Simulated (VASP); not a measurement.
Runs of VASP 6.6.1 on Au. The structure is that of space group Im-3m (No. 229), or close to it. The cells are those of the table. This isn't the form of Au at room conditions, which is fcc.

| task | cell | gap on the mesh (eV) | pressure (GPa) |
| --- | --- | --- | --- |
| relaxation of cell and atoms | relaxed to 30 GPa from a = 2.797 Å, angles 109.5°, 1 atom | none | 30.1 |
| single point | a = 2.784 Å, angles 109.5°, 1 atom | none | 0.5 |
| relaxation of cell and atoms | relaxed to 15 GPa from a = 2.797 Å, angles 109.5°, 1 atom | none | 15.0 |
| single point | a = 2.724 Å, angles 109.5°, 1 atom | none | (a) |
| relaxation of cell and atoms | relaxed from a = 2.797 Å, angles 109.5°, 1 atom | none | 0.0 |

Alike in all rows: level LDA; potentials or basis VASP PAW LDA potentials, release 64 (Au); no spin polarisation; k mesh 20 × 20 × 20; cutoff (eV) 500; smearing fermi-dirac 0.05 eV.

Task: Estimate the missing entries.

Result: (a) 15.7.

Caveats: spin-orbit coupling is left out, which moves the levels of the heavy elements; the cell is relaxed towards a set pressure, so the run minimises the enthalpy, not the energy (at least some runs); the cell stands under pressure (at least some runs).

A k mesh can miss the band edges, and the runs leave out spin-orbit coupling on Au.

A gap of «none» marks levels without a gap at the run's occupations.
